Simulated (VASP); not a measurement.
Set up this calculation in VASP 6.6.1, as the native input.

```yaml
Task: single point
Functional: PBE
Potentials_or_basis: VASP PAW PBE potentials, release 64 (Zr_sv, Cd)
Cutoff: 520 eV
k_mesh: 6 × 8 × 6
Occupations: gaussian, width 0.1 eV
Spin: no spin polarisation
Dipole_correction: no
Further_INCAR_settings: ALGO = Fast; EDIFF = 1e-06; NBANDS = 38
```

The structure of Zr3Cd2 lies in POSCAR:

```
Zr3Cd2
1.0
    5.5065161347      0.0000000000      0.0000000000
    0.0000000000      5.0583351224      0.0000000000
    0.0000000000      0.0000000000      5.5065199545
Zr Cd
3 2
Direct
    0.0000000000      0.0000000000      0.5000000000
    0.5000000000      0.0000000000      0.0000000000
    0.0000000000      0.0000000000      0.0000000000
    0.5000000000      0.5000000000      0.5000000000
    0.5000000000      0.0000000000      0.5000000000
```

These files were run (other wordings do the same):

INCAR

```
  ALGO = Fast
  EDIFF = 1E-6
  ENCUT = 520
  GGA = PE
  ISIF = 2
  ISMEAR = 0
  LASPH = T
  LCHARG = F
  LREAL = F
  LWAVE = F
  NBANDS = 38
  NELM = 60
  PREC = Accurate
  SIGMA = 0.1
```

KPOINTS

```
k-points
0
Gamma
  6 8 6
```

Potentials or basis: VASP PAW PBE potentials, release 64 (Zr_sv, Cd).

Launch:

```sh
$ cat potpaw_PBE.64/Zr_sv/POTCAR potpaw_PBE.64/Cd/POTCAR > POTCAR
$ mpirun -np 1 vasp_std > vasp.out
```

Results of the run:

The pressure is 3.3 GPa and the band gap on the k mesh is zero (bands 30 and 31 overlap by 0.99 eV).

Caveat: the cell stands under pressure.

It took 4 min on 1 thread of Intel(R) Xeon(R) 6975P-C (Granite Rapids) (shared host), peak memory 0.4 GiB.
